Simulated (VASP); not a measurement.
Zr: relaxation of cell and atoms with PBE

Zr:

```
Zr
1.0
     0.00000    2.15718    2.15718
     2.15718    0.00000    2.15718
     2.15718    2.15718    0.00000
Zr
2
Direct
  0.87500 0.87500 0.87500
  0.12500 0.12500 0.12500
```

This isn't the form of Zr at room conditions, which is hcp.

```
Program                : VASP 6.6.1
Task                   : relaxation of cell and atoms
Functional             : PBE
Potentials or basis    : VASP PAW PBE potentials, release 64 (Zr_sv)
Cutoff                 : 600 eV
k mesh                 : 14 × 14 × 14
Occupations            : fermi-dirac, width 0.1 eV
Spin                   : no spin polarisation
Target pressure        : 350 GPa
Dipole correction      : no
Further INCAR settings : ALGO = Normal; EDIFF = 1e-07; IBRION = 2; EDIFFG = -0.005; NSW = 60; ISIF = 3
```

```yaml
Relaxed_volume: 11.56 Å³/atom
Relaxed_cell: a = 3.197 Å, b = 3.197 Å, c = 3.197 Å, α = 60.00°, β = 60.00°, γ = 60.00°
Space_group_after_relaxing_to_0.1_Å: Fd-3m (No. 227)
Energy_change_on_relaxing_the_run_minimises_the_enthalpy: -4284.1 meV/atom
Ionic_steps: 6
Pressure_after_relaxing: 350.0 GPa
Band_gap_on_the_k_mesh: zero (bands 12 and 13 overlap by 4.14 eV)
```

Step by step:
```csv
step,energy change (eV),largest force (eV/Å),pressure (GPa),volume (Å³)
1,0.0000,0.0000,576.29,20.08
2,-22.8219,0.0000,-9.69,95.88
3,-18.2006,0.0000,121.40,30.35
4,-10.0043,0.0000,314.01,23.81
5,-8.7281,0.0000,345.97,23.19
6,-8.5682,0.0000,350.02,23.11
```

Final structure:
```
Zr
1.0
     0.00000    2.26086    2.26086
     2.26086    0.00000    2.26086
     2.26086    2.26086    0.00000
Zr
2
Cartesian
  3.9565 3.9565 3.9565
  0.5652 0.5652 0.5652
```

Levels at points of the mesh, in eV from the Fermi level:
```
           k point  band 9  band 10  band 11  band 12  band 13  band 14  band 15  band 16
(0.00, 0.00, 0.00)   -6.18    -5.36    -5.36    -0.18    -0.18    -0.18     7.74     7.74
(0.50, 0.00, 0.00)   -5.23    -4.22    -4.22    -2.44    -2.44    -1.82     5.89     9.38
(0.50, 0.50, 0.00)   -6.79    -6.79    -2.50    -2.50     0.80     0.80     8.06     8.06
```

Wall time 6.3 min on 1 thread of AMD EPYC 7R13, with other jobs on the host, peak memory 0.14 GiB.

Caveat: the cell is relaxed towards a set pressure, so the run minimises the enthalpy, not the energy; the volume moved by over 15 % at a fixed basis, so the end points are rough; atoms lie so close that the PAW spheres overlap strongly, which falsifies energies and pressures.
